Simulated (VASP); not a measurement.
Write the native input for VASP 6.6.1 that does the following.

| Item | Value |
| --- | --- |
| Task | single point |
| Functional | PBEsol |
| Potentials or basis | VASP PAW PBE potentials, release 64 (Ru_pv) |
| Cutoff | 520 eV |
| k mesh | 21 × 21 × 12 |
| Occupations | gaussian, width 0.15 eV |
| Spin | no spin polarisation |
| Dipole correction | no |
| Further INCAR settings | ALGO = Fast; EDIFF = 1e-06; NBANDS = 21 |

The structure of Ru lies in POSCAR:

```
Ru
1.0
    2.6607047223      0.0000000000      0.0000000000
   -1.3303523611      2.3042378815      0.0000000000
    0.0000000000      0.0000000000      4.2065625356
Ru
2
Direct
    0.3333333333      0.6666666667      0.2500000000
    0.6666666667      0.3333333333      0.7500000000
```

This cell differs from its parent crystal: volume 12.895 Å^3 an atom, c/a of the conventional cell 1.5810.

These files were run (other wordings do the same):

INCAR

```
ALGO     = Fast           # electronic algorithm
EDIFF    = 1E-6           # SCF threshold, eV
ENCUT    = 520            # plane-wave cutoff, eV
GGA      = PS             # functional
ISIF     = 2              # what is computed and relaxed
ISMEAR   = 0              # smearing method
LASPH    = True           # aspherical terms in the spheres
LCHARG   = False          # write CHGCAR
LREAL    = False          # projectors in reciprocal space
LWAVE    = False          # write WAVECAR
NBANDS   = 21             # bands
NELM     = 100            # most SCF steps
PREC     = Accurate       # precision mode
SIGMA    = 0.15           # smearing width, eV
```

KPOINTS

```
k-points
0
Gamma
  21 21 12
```

Potentials or basis: VASP PAW PBE potentials, release 64 (Ru_pv).

Launch:

```sh
$ cat potpaw_PBE.64/Ru_pv/POTCAR > POTCAR
$ mpirun -np 1 vasp_std > vasp.out
```

Results of the run:

* Pressure: 12.2 GPa
* Band gap on the k mesh: zero (band 14 reaches 15.39 eV, above the bottom of band 15 at 11.93 eV)

Caveat: the PAW data sets were made with another functional, which shifts forces and pressure a little.

Run time: 81 s on 1 thread of Intel(R) Xeon(R) Platinum 8488C (Sapphire Rapids), on a shared host, peak memory 0.25 GiB.
